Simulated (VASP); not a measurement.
A run of VASP 6.6.1:

INCAR

```
ALGO     = Fast           # electronic algorithm
EDIFF    = 1E-6           # SCF threshold, eV
ENCUT    = 520            # plane-wave cutoff, eV
GGA      = PE             # functional
ISIF     = 2              # what is computed and relaxed
ISMEAR   = 0              # smearing method
LASPH    = True           # aspherical terms in the spheres
LCHARG   = True           # write CHGCAR
LELF     = True           # ELF
LREAL    = False          # projectors in reciprocal space
LVHAR    = True         
LWAVE    = False          # write WAVECAR
NBANDS   = 27             # bands
NELM     = 80             # most SCF steps
PREC     = Accurate       # precision mode
SIGMA    = 0.1            # smearing width, eV
```

The input KPOINTS:

```
k-points
0
Gamma
  4 4 4
```

Contents of POSCAR:

```
AlAsPd3
1.0
    4.6368905340      0.0000000000      0.0000000000
    0.0000000000      4.6368905340      0.0000000000
    0.0000000000      0.0000000000      4.6368905340
Al As Pd
1 1 3
Direct
    0.0000000000      0.0000000000      0.0000000000
    0.5000000000      0.5000000000      0.5000000000
    0.5000000000      0.5000000000      0.0000000000
    0.0000000000      0.5000000000      0.5000000000
    0.5000000000      0.0000000000      0.5000000000
```

Potentials or basis: VASP PAW PBE potentials, release 64 (Al, As, Pd).

Run with:

```bash
$ cat potpaw_PBE.64/Al/POTCAR potpaw_PBE.64/As/POTCAR potpaw_PBE.64/Pd/POTCAR > POTCAR
$ mpirun -np 1 vasp_std > vasp.out
```

Hardware: 1 thread of Intel(R) Xeon(R) Platinum 8375C CPU @ 2.90GHz (Ice Lake), on a shared host.

**Question.** Estimate the wall time of this run.

**Answer.** Wall time 28 s on 1 thread of Intel(R) Xeon(R) Platinum 8375C CPU @ 2.90GHz (Ice Lake), on a shared host, peak memory 0.2 GiB. Counts: scf iterations 15, k points 10.
